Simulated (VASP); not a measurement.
Nb: single point with PBE

The system is Nb.

```xyz
1
Lattice="2.7563 0.0000 0.0000 0.0000 2.7563 0.0000 0.0000 0.0000 2.7563" Properties=species:S:1:pos:R:3 pbc="T T T"
Nb    0.0000    0.0000    0.0000
```

This cell differs from its parent crystal: volume scaled by 1.04.

* Program: VASP 6.6.1
* Task: single point
* Functional: PBE
* Potentials or basis: VASP PAW PBE potentials, release 64 (Nb_sv)
* Cutoff: 520 eV
* k mesh: 13 × 13 × 13
* Occupations: fermi-dirac, width 0.1 eV
* Spin: no spin polarisation

The pressure is -5.3 GPa.

Levels at points of the mesh, in eV from the Fermi level:
```csv
k point,band 3,band 4,band 5,band 6,band 7,band 8,band 9,band 10,band 11,band 12
"(0.00, 0.00, 0.00)",-30.09,-30.09,-5.52,-2.65,-2.65,4.82,4.82,4.82,14.24,14.24
```

Wall time 28 s on 1 thread of AMD EPYC 7R43 64-Core Processor (Zen 3), on a shared host, peak memory 0.1 GiB.
